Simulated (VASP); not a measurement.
ZnO:

```xyz
4
Lattice="3.2353 0.0000 0.0000 -1.6177 2.8019 0.0000 0.0000 0.0000 5.0546" Properties=species:S:1:pos:R:3 pbc="T T T"
Zn    0.0000    1.8679   -0.0338
Zn    1.6177    0.9340    2.4935
O     0.0000    1.8679    1.9293
O     1.6177    0.9340    4.4566
```

This cell differs from its parent crystal: uniaxial z strain -3.0%.

Base run:

```yaml
Program: VASP 6.6.1
Functional: PBE
Potentials_or_basis: VASP PAW PBE potentials, release 64 (Zn, O)
Cutoff: 520 eV
k_mesh: 12 × 12 × 6
Occupations: fermi-dirac, width 0.02 eV
Spin: no spin polarisation
```

Its results: band gap on the k mesh 0.87 eV; pressure 12.3 GPa; largest force 0.016 eV/Å.

Task: The run is repeated on the same cell with these changes: functional from PBE to r2SCAN; occupations from fermi-dirac, width 0.02 eV to gaussian, width 0.01 eV. What comes out?

Result: Band gap on the k mesh 1.31 eV; pressure 5.8 GPa; largest force 0.012 eV/Å.

Caveats: the cell stands under pressure; the PAW data sets were made with another functional, which shifts forces and pressure a little (at least some runs).

